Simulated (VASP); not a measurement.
# HgTe: single point with PBEsol

The system is HgTe.

```xyz
4
Lattice="3.0512 -3.5349 0.0000 3.0512 3.5349 0.0000 0.0000 0.0000 5.9119" Properties=species:S:1:pos:R:3 pbc="T T T"
Hg    3.0512   -1.1096    1.4780
Hg    3.0512    1.1096    4.4339
Te    3.0512    2.0136    1.4780
Te    3.0512   -2.0136    4.4339
```

```yaml
Program: VASP 6.6.1
Task: single point
Functional: PBEsol
Potentials_or_basis: VASP PAW PBE potentials, release 64 (Hg, Te)
Cutoff: 520 eV
k_mesh: 6 × 6 × 5
Occupations: fermi-dirac, width 0.05 eV
Spin: no spin polarisation
Dipole_correction: no
Further_INCAR_settings: ALGO = Normal; EDIFF = 1e-06; NBANDS = 26
```

```yaml
Pressure: -5.1 GPa
Largest_force: 0.323 eV/Å
Band_gap_on_the_k_mesh: zero (band 18 reaches 3.40 eV, above the bottom of band 19 at 1.57 eV)
```

Forces on the atoms (eV/Å):
```
Hg   0.000  0.027  0.000
Hg   0.000 -0.027  0.000
Te   0.000 -0.323  0.000
Te   0.000  0.323  0.000
```

Stress tensor (GPa, compression positive):
```
-5.49  0.00  0.00
 0.00 -4.19  0.00
 0.00  0.00 -5.55
```

Levels at points of the mesh, in eV from the Fermi level:
| k point | band 15 | band 16 | band 17 | band 18 | band 19 | band 20 | band 21 | band 22 |
| --- | --- | --- | --- | --- | --- | --- | --- | --- |
| (0.00, 0.00, 0.00) | -2.48 | -2.25 | -0.84 | -0.44 | -0.30 | -0.03 | 4.20 | 5.15 |
| (0.50, 0.00, 0.00) | -2.12 | -1.72 | -0.73 | -0.40 | 1.42 | 2.37 | 2.98 | 4.37 |
| (0.50, 0.50, 0.00) | -1.88 | -1.85 | -1.57 | -1.53 | -1.49 | -1.22 | 3.40 | 5.34 |

Wall time 97 s on 1 thread of Intel Xeon 6975P-C (shared host), peak memory 0.3 GiB.

Caveat: the PAW data sets were made with another functional, which shifts forces and pressure a little; spin-orbit coupling is left out, which moves the levels of the heavy elements.
